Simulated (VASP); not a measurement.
# Al32C (a cell with a defect) in VASP: single point with PBE

Aim: the single point of Al32C (a cell with a defect) with PBE.

Everything below comes from runs of VASP 6.6.1. Logs are shortened: lines on timing, memory, paths and dates and some standing lists are left out, and cuts for length are marked.

### 1 The cell of the first run

The cell holds a defect, 33 atoms: a = 8.100 Å, b = 8.100 Å, c = 8.100 Å, α = 90.00°, β = 90.00°, γ = 90.00°.

### 2 Single point, PBE

Contents of INCAR:

```
SYSTEM = Al32C
PREC = Accurate ; ENCUT = 520
EDIFF = 1E-6 ; ISMEAR = -1
SIGMA = 0.1 ; LREAL = Auto
LASPH = .True. ; NELM = 80
ALGO = Normal ; ISIF = 2
LWAVE = .False. ; LCHARG = .False.
GGA = PE ; NBANDS = 72
```

Contents of KPOINTS:

```
Automatic mesh
0
Gamma
  3 3 3
  0 0 0
```

Contents of POSCAR:

```
Al32C
1.0
    8.1000000000      0.0000000000      0.0000000000
    0.0000000000      8.1000000000      0.0000000000
    0.0000000000      0.0000000000      8.1000000000
Al C
32 1
Direct
    0.4917020045      0.0000932025      0.0001601759
    0.7502206329      0.2588095812      0.0001520966
    0.7502185647      0.0000875148      0.2589103923
    0.0090167889      0.0000866864      0.0001492140
    0.2501897270      0.2525329407      0.0001012904
    0.4977414104      0.5000758274      0.0001013873
    0.7502271608      0.7414793848      0.0001567616
    0.2501900192      0.0000587616      0.2525929223
    0.4966900280      0.2534829386      0.2535241976
    0.7501476320      0.5000757106      0.2525903682
    0.4977398057      0.0000587870      0.5001306744
    0.7501475417      0.2525311267      0.5001303448
    0.7502295285      0.0000921771      0.7415861371
    0.0026571179      0.5000758937      0.0001014450
    0.2501896300      0.7476254121      0.0001012608
    0.0036625760      0.2535765332      0.2536167325
    0.2502088338      0.5000830399      0.2499548161
    0.4967318793      0.7466622588      0.2534839948
    0.0026579265      0.0000588162      0.5001308577
    0.2502074210      0.2499099332      0.5001423327
    0.5003324410      0.5000806526      0.5001390454
    0.7501474812      0.7476277495      0.5001303253
    0.2501897969      0.0000587413      0.7476798232
    0.4967622932      0.2534129538      0.7467268338
    0.7501475409      0.5000757000      0.7476838333
    0.0036274089      0.7465618617      0.2535810751
    0.0000014888      0.5000837085      0.5001444382
    0.2502043130      0.7502232309      0.5001402815
    0.0036006624      0.2535130479      0.7466238201
    0.2502033801      0.5000810009      0.7502746923
    0.4968050746      0.7467346079      0.7467693737
    0.0035617226      0.7466305576      0.7466646604
    0.7504312677      1.0001727207      1.0002972057
```

Potentials or basis: VASP PAW PBE potentials, release 64 (Al, C).

Started as:

```
> cat potpaw_PBE.64/Al/POTCAR potpaw_PBE.64/C/POTCAR > POTCAR
> mpirun -np 1 vasp_std > vasp.out
```

OUTCAR:

```text
SYSTEM = Al32C
   PREC = Accurate
   ENCUT = 520
   EDIFF = 1E-6
   ISMEAR = -1
   LREAL = Auto
   LASPH = .True.
   NELM = 80
   ISIF = 2
   GGA = PE

 ion  position               nearest neighbor table
   1  0.492  0.000  0.000-  33 2.10   8 2.83   5 2.83  15 2.83  23 2.83  31 2.90   9 2.90  24 2.90
                            18 2.90  13 2.96   7 2.96   2 2.96   3 2.96
   2  0.750  0.259  0.000-  33 2.09  14 2.83  10 2.83  25 2.83   6 2.83  24 2.90   9 2.90  16 2.90
                            29 2.90   1 2.96  13 2.96   3 2.96   4 2.96
   3  0.750  0.000  0.259-  33 2.09  19 2.83  12 2.83  22 2.83  11 2.83  18 2.90   9 2.90  16 2.90
                            26 2.90   1 2.96   7 2.96   2 2.96   4 2.96
   4  0.009  0.000  0.000-  33 2.09   8 2.83   5 2.83  15 2.83  23 2.83  32 2.90  29 2.90  16 2.90
                            26 2.90  13 2.96   7 2.96   2 2.96   3 2.96
   5  0.250  0.253  0.000-   4 2.83   1 2.83  14 2.84   6 2.84  30 2.85  17 2.85   9 2.86  24 2.86
                            16 2.86  29 2.86  23 2.89   8 2.89
   6  0.498  0.500  0.000-   2 2.83   7 2.83   5 2.84  15 2.84  30 2.85  17 2.85  18 2.86  31 2.86
                             9 2.86  24 2.86  25 2.89  10 2.89
   7  0.750  0.741  0.000-  33 2.10  14 2.83  10 2.83  25 2.83   6 2.83  31 2.90  26 2.90  18 2.90
                            32 2.90   1 2.96  13 2.96   3 2.96   4 2.96
   8  0.250  0.000  0.253-   4 2.83   1 2.83  19 2.84  11 2.84  28 2.85  20 2.85   9 2.86  18 2.86
                            16 2.86  26 2.86  15 2.89   5 2.89
   9  0.497  0.253  0.254-  17 2.82  20 2.82  21 2.83   5 2.86   8 2.86   6 2.86  11 2.86  10 2.86
[... 32 lines left out ...]
                            29 2.86  24 2.86   6 2.89  14 2.89
  26  0.004  0.747  0.254-  27 2.82  17 2.82  28 2.82  14 2.86  10 2.86  22 2.86  15 2.86  19 2.86
                             8 2.86   7 2.90   3 2.90   4 2.90
  27  0.000  0.500  0.500-  16 2.82  26 2.82  29 2.82  32 2.82  25 2.85  22 2.85  12 2.85  10 2.85
                            30 2.87  28 2.87  20 2.87  17 2.87
  28  0.250  0.750  0.500-  26 2.82  32 2.82  18 2.82  31 2.83  11 2.85  23 2.85  19 2.85   8 2.85
                            21 2.87  30 2.87  17 2.87  27 2.87
  29  0.004  0.254  0.747-  27 2.82  20 2.82  30 2.82  12 2.86  19 2.86  25 2.86  14 2.86  23 2.86
                             5 2.86  13 2.90   2 2.90   4 2.90
  30  0.250  0.500  0.750-  29 2.82  32 2.82  24 2.83  31 2.83   6 2.85  15 2.85  14 2.85   5 2.85
                            21 2.87  28 2.87  20 2.87  27 2.87
  31  0.497  0.747  0.747-  28 2.83  30 2.83  21 2.83  23 2.86  15 2.86  11 2.86  22 2.86   6 2.86
                            25 2.86   1 2.90  13 2.90   7 2.90
  32  0.004  0.747  0.747-  27 2.82  28 2.82  30 2.82  22 2.86  19 2.86  25 2.86  14 2.86  23 2.86
                            15 2.86  13 2.90   7 2.90   4 2.90
  33  0.750  0.000  0.000-   4 2.09   3 2.09   2 2.09   7 2.10  13 2.10   1 2.10

  LATTYP: Found a simple cubic cell.
 ALAT       =     8.1000000000

  Lattice vectors:

 A1 = (   8.1000000000,   0.0000000000,   0.0000000000)
 A2 = (   0.0000000000,   8.1000000000,   0.0000000000)
 A3 = (   0.0000000000,   0.0000000000,   8.1000000000)

Analysis of symmetry for initial positions (statically):
=====================================================================
 Subroutine PRICEL returns:
 Original cell was already a primitive cell.

 Routine SETGRP: Setting up the symmetry group for a
 simple cubic supercell.

 Subroutine GETGRP returns: Found  1 space group operations
 (whereof  1 operations were pure point group operations)
 out of a pool of 48 trial point group operations.

The static configuration has the point symmetry C_1 .

Analysis of symmetry for dynamics (positions and initial velocities):
=====================================================================
 Subroutine PRICEL returns:
 Original cell was already a primitive cell.

 Routine SETGRP: Setting up the symmetry group for a
 simple cubic supercell.

 Subroutine GETGRP returns: Found  1 space group operations
 (whereof  1 operations were pure point group operations)
 out of a pool of 48 trial point group operations.

The dynamic configuration has the point symmetry C_1 .

 Subroutine INISYM returns: Found  1 space group operations
 (whereof  1 operations are pure point group operations),
 and found     1 'primitive' translations

----------------------------------------------------------------------------------------

                                     Primitive cell

  volume of cell :     531.4410

  direct lattice vectors                    reciprocal lattice vectors
     8.100000000  0.000000000  0.000000000     0.123456790  0.000000000  0.000000000
     0.000000000  8.100000000  0.000000000     0.000000000  0.123456790  0.000000000
     0.000000000  0.000000000  8.100000000     0.000000000  0.000000000  0.123456790

  length of vectors
     8.100000000  8.100000000  8.100000000     0.123456790  0.123456790  0.123456790

  position of ions in fractional coordinates (direct lattice)
     0.491702004  0.000093202  0.000160176
     0.750220633  0.258809581  0.000152097
     0.750218565  0.000087515  0.258910392
     0.009016789  0.000086686  0.000149214
     0.250189727  0.252532941  0.000101290
     0.497741410  0.500075827  0.000101387
[... 25 lines left out ...]
     0.003561723  0.746630558  0.746664660
     0.750431268  0.000172721  0.000297206

  ion indices of the primitive-cell ions
   primitive index   ion index
                 1           1
                 2           2
                 3           3
                 4           4
                 5           5
                 6           6
[... 25 lines left out ...]
                32          32
                33          33

----------------------------------------------------------------------------------------

 KPOINTS: Automatic mesh

Automatic generation of k-mesh.
 Grid dimensions read from file:
 generate k-points for:    3    3    3

 Generating k-lattice:

  Cartesian coordinates                     Fractional coordinates (reciprocal lattice)
     0.041152263  0.000000000  0.000000000     0.333333333  0.000000000  0.000000000
     0.000000000  0.041152263  0.000000000     0.000000000  0.333333333  0.000000000
     0.000000000  0.000000000  0.041152263     0.000000000  0.000000000  0.333333333

  Length of vectors
     0.041152263  0.041152263  0.041152263

  Shift w.r.t. Gamma in fractional coordinates (k-lattice)
     0.000000000  0.000000000  0.000000000

 Subroutine IBZKPT returns following result:
 ===========================================

 Found     14 irreducible k-points:

 Following reciprocal coordinates:
            Coordinates               Weight
  0.000000  0.000000  0.000000      1.000000
  0.333333  0.000000  0.000000      2.000000
  0.000000  0.333333  0.000000      2.000000
  0.000000  0.000000  0.333333      2.000000
  0.333333  0.333333  0.000000      2.000000
  0.000000  0.333333  0.333333      2.000000
  0.333333  0.000000  0.333333      2.000000
 -0.333333  0.333333  0.000000      2.000000
 -0.333333  0.000000  0.333333      2.000000
  0.000000 -0.333333  0.333333      2.000000
  0.333333  0.333333  0.333333      2.000000
 -0.333333  0.333333  0.333333      2.000000
 -0.333333 -0.333333  0.333333      2.000000
  0.333333 -0.333333  0.333333      2.000000
   k-points           NKPTS =     14   k-points in BZ     NKDIM =     14   number of bands    NBANDS=     72
   number of dos      NEDOS =    301   number of ions     NIONS =     33
   total plane-waves  NPLWV = 216000
   dimension x,y,z NGX =    60 NGY =   60 NGZ =   60
   dimension x,y,z NGXF=   120 NGYF=  120 NGZF=  120
   ions per type =              32   1
   NGX,Y,Z   is equivalent  to a cutoff of  12.31, 12.31, 12.31 a.u.
   NGXF,Y,Z  is equivalent  to a cutoff of  24.63, 24.63, 24.63 a.u.
 SYSTEM =  Al32C
   PREC   = accura    normal or accurate (medium, high low for compatibility)
   ISTART =      0    job   : 0-new  1-cont  2-samecut
   ICHARG =      2    charge: 1-file 2-atom 10-const
   ISPIN  =      1    spin polarized calculation?
   LNONCOLLINEAR =      F non collinear calculations
   LSORBIT =      F    spin-orbit coupling
   LASPH  =      T    aspherical Exc in radial PAW
   ENCUT  =  520.0 eV  38.22 Ry    6.18 a.u.  15.06 15.06 15.06*2*pi/ulx,y,z
   NELM   =     80;   NELMIN=  2; NELMDL= -5     # of ELM steps
   EDIFF  = 0.1E-05   stopping-criterion for ELM
   LREAL  =      T    real-space projection
   EDIFFG = 0.1E-04   stopping-criterion for IOM
   NSW    =      0    number of steps for IOM
   IBRION =     -1    ionic relax: 0-MD 1-quasi-New 2-CG
   NFREE  =      0    steps in history (QN), initial steepest desc. (CG)
   ISIF   =      2    stress and relaxation
   ISYM   =      2    0-nonsym 1-usesym 2-fastsym
   POTIM  = 0.5000    time-step for ionic-motion
   TEBEG  =    0.0;   TEEND  =   0.0 temperature during run
   PSTRESS=    0.0 pullay stress
   NELECT =     100.0000    total number of electrons
   NUPDOWN=      -1.0000    fix difference up-down
   EMIN   =  10.00;   EMAX   =-10.00  energy-range for DOS
   EFERMI =   0.00;   METHOD = LEGACY
   ISMEAR =    -1;   SIGMA  =   0.10  broadening in eV -4-tet -1-fermi 0-gaus
   EFERMI_NEDOS =   21; number of points for ismear=-14 and -15
   IALGO  =     38    algorithm
   IMIX   =      4    mixing-type and parameters
     AMIX     =   0.40;   BMIX     =  1.00
     AMIX_MAG =   1.60;   BMIX_MAG =  1.00
  volume/ion in A,a.u.               =      16.10       108.68
  Fermi-wavevector in a.u.,A,eV,Ry     =   0.938116  1.772782 11.973962  0.880061
  Thomas-Fermi vector in A             =   2.065295
   LORBIT       =      0    0 simple, 1 ext, 2 COOP (PROOUT), +10 PAW based schemes
   GGA     = PE    functional components
   LHFCALC =     F    Hartree Fock is set to
   AEXX    =    0.0000 exact exchange contribution
   IVDW    =     0    specifies the selected vdW correction
   LEPSILON=     F    determine dielectric tensor
   LRPA    =     F    only Hartree local field effects (RPA)
 non-spin polarized calculation
  energy-cutoff  :      520.00
  volume of cell :      531.44
 maximum number of plane-waves:     14358
   NGX = 31   NGY = 31   NGZ = 31

 number of electron     100.0000001 magnetization

 Free energy of the ion-electron system (eV)
  ---------------------------------------------------
  ext. energy  EPLUGINS =         0.00000000
  ---------------------------------------------------
  free energy    TOTEN  =      -128.26089575 eV

  energy without entropy =     -127.88876703  energy(sigma->0) =     -128.07483139

 E-fermi :   8.0471     XC(G=0): -10.2424

 val. band max:        8.0336770129   @ k =   0.0000   0.3333   0.3333
 cond. band min:       8.1013829305   @ k =   0.3333   0.0000   0.0000
 fundamental gap:      0.0677059176
 Fermi energy:         8.0470757309

 k-point     1 :       0.0000    0.0000    0.0000
  band No.  band energies     occupation
      1      -4.9580      2.00000
      2      -2.7172      2.00000
      3      -0.9203      2.00000
      4      -0.9203      2.00000
      5      -0.9202      2.00000
      6      -0.8538      2.00000
[... 899 lines left out ...]
     61       9.7602      0.00000
     62       9.8565      0.00000
 [bands above 62 left out]

------------------------ aborting loop because EDIFF is reached ----------------------------------------

  FORCE on cell =-STRESS in cart. coord.  units (eV):
  Direction    XX          YY          ZZ          XY          YZ          ZX
  --------------------------------------------------------------------------------------
  -------------------------------------------------------------------------------------
  Total        0.8532418      0.8469775      0.8487468      0.0049875      0.0048284      0.0107791
  in kB        2.5723357      2.5534502      2.5587843      0.0150363      0.0145565      0.0324967
  external PRESSURE =       2.5615234 kB  Pullay stress =       0.0000000 kB

 VOLUME and BASIS-vectors are now :
 -----------------------------------------------------------------------------
  energy-cutoff  :      520.00
  volume of cell :      531.44
      direct lattice vectors                 reciprocal lattice vectors
     8.100000000  0.000000000  0.000000000     0.123456790  0.000000000  0.000000000
     0.000000000  8.100000000  0.000000000     0.000000000  0.123456790  0.000000000
     0.000000000  0.000000000  8.100000000     0.000000000  0.000000000  0.123456790

 POSITION                                       TOTAL-FORCE (eV/Angst)
 -----------------------------------------------------------------------------------
      3.98279      0.00075      0.00130        -0.005754      0.001744      0.003099
      6.07679      2.09636      0.00123         0.001963      0.004289      0.000446
      6.07677      0.00071      2.09717         0.001967      0.000318      0.003010
      0.07304      0.00070      0.00121         0.002031      0.000640      0.000891
      2.02654      2.04552      0.00082        -0.000245      0.005191      0.000479
      4.03171      4.05061      0.00082        -0.004708      0.000751      0.000474
[... 25 lines left out ...]
      0.02885      6.04771      6.04798         0.000326      0.000871      0.000908
      6.07849      0.00140      0.00241        -0.002615     -0.001486     -0.002847
 -----------------------------------------------------------------------------------
    total drift:                                0.005379      0.000875      0.005659

  FREE ENERGIE OF THE ION-ELECTRON SYSTEM (eV)
  ---------------------------------------------------
  free  energy   TOTEN  =      -128.2608957474 eV

  energy  without entropy=     -127.8887670328  energy(sigma->0) =     -128.07483139
```

Run time: 15 min. Hardware: 1 thread of Intel Xeon 8259CL, shared host; peak memory 0.67 GiB.

Results:

```
Free energy            : -128.2609 eV
Pressure               : 0.3 GPa
Largest force          : 0.009 eV/Å
Band gap on the k mesh : zero (bands 50 and 51 overlap by 0.43 eV)
```

Forces in eV/Å, atoms in the order of the input:
```
Al  -0.006  0.002  0.003
Al   0.002  0.004  0.000
Al   0.002  0.000  0.003
Al   0.002  0.001  0.001
Al   0.000  0.005  0.000
Al  -0.005  0.001  0.000
Al   0.003 -0.008  0.001
Al  -0.001  0.000  0.005
Al   0.002 -0.001  0.000
Al   0.000  0.000  0.005
Al  -0.005  0.000  0.001
Al   0.000  0.005  0.000
Al   0.004  0.001 -0.008
Al   0.005  0.000  0.000
Al   0.000 -0.005  0.001
Al  -0.003 -0.002 -0.002
Al  -0.002 -0.001  0.000
Al   0.001  0.000  0.001
Al   0.005  0.000  0.000
Al  -0.002  0.000 -0.001
Al   0.001  0.000  0.000
Al   0.001 -0.005  0.001
Al   0.000  0.000 -0.004
Al   0.001  0.001  0.001
Al   0.001  0.001 -0.005
Al  -0.002  0.001 -0.002
Al  -0.001 -0.001 -0.002
Al  -0.001  0.000 -0.001
Al  -0.001 -0.001  0.002
Al   0.000  0.000  0.001
Al   0.000  0.000  0.000
Al   0.000  0.001  0.001
C   -0.003 -0.001 -0.003
```
